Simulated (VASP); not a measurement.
InRh: single point with LDA

The system is InRh.

```
In Rh
1.0
     3.19600    0.00000    0.00000
     0.00000    3.19600    0.00000
     0.00000    0.00000    3.19600
In Rh
1 1
Cartesian
  1.5980 1.5480 1.5980
  0.0000 0.0000 0.0000
```

This cell differs from its parent crystal: all In atoms moved -0.050 Å, as atom 1 along Cartesian [0 1 0].

```yaml
Program: VASP 6.6.1
Task: single point
Functional: LDA
Potentials_or_basis: VASP PAW LDA potentials, release 64 (In_d, Rh_pv)
Cutoff: 520 eV
k_mesh: 16 × 16 × 16
Occupations: gaussian, width 0.15 eV
Spin: no spin polarisation
```

```
Pressure               : -5.0 GPa
Largest force          : 0.288 eV/Å
Band gap on the k mesh : zero (bands 14 and 15 overlap by 1.81 eV)
```

Forces on the atoms (eV/Å):
```
In   0.000  0.288  0.000
Rh   0.000 -0.288  0.000
```

Stress tensor (GPa, compression positive):
```
-4.92  0.00  0.00
 0.00 -5.08  0.00
 0.00  0.00 -4.92
```

Levels at points of the mesh, in eV from the Fermi level:
```tsv
k point	band 11	band 12	band 13	band 14	band 15	band 16	band 17	band 18
(0.00, 0.00, 0.00)	-3.39	-1.22	-1.22	-1.22	4.52	4.52	4.53	10.84
(0.50, 0.00, 0.00)	-3.41	-2.64	-2.63	-1.34	0.03	10.13	10.70	10.74
(0.00, 0.50, 0.00)	-3.41	-2.64	-2.64	-1.34	0.03	10.24	10.67	10.67
(0.50, 0.50, 0.00)	-2.35	-2.33	-1.79	-1.78	-0.53	2.88	3.61	9.86
(0.50, 0.00, 0.50)	-2.35	-2.35	-1.78	-1.78	-0.53	2.88	3.61	9.87
(0.50, 0.50, 0.50)	-4.80	-0.47	-0.47	0.13	4.30	4.30	4.33	5.69
```

Run time: 4.4 min on 1 thread of Intel Xeon 8259CL (shared host), peak memory 0.35 GiB.

Caveat: the cell differs from its parent crystal (all In atoms moved -0.050 Å, as atom 1 along Cartesian [0 1 0]); the cell stands under tension; spin-orbit coupling is left out, which moves the levels of the heavy elements.
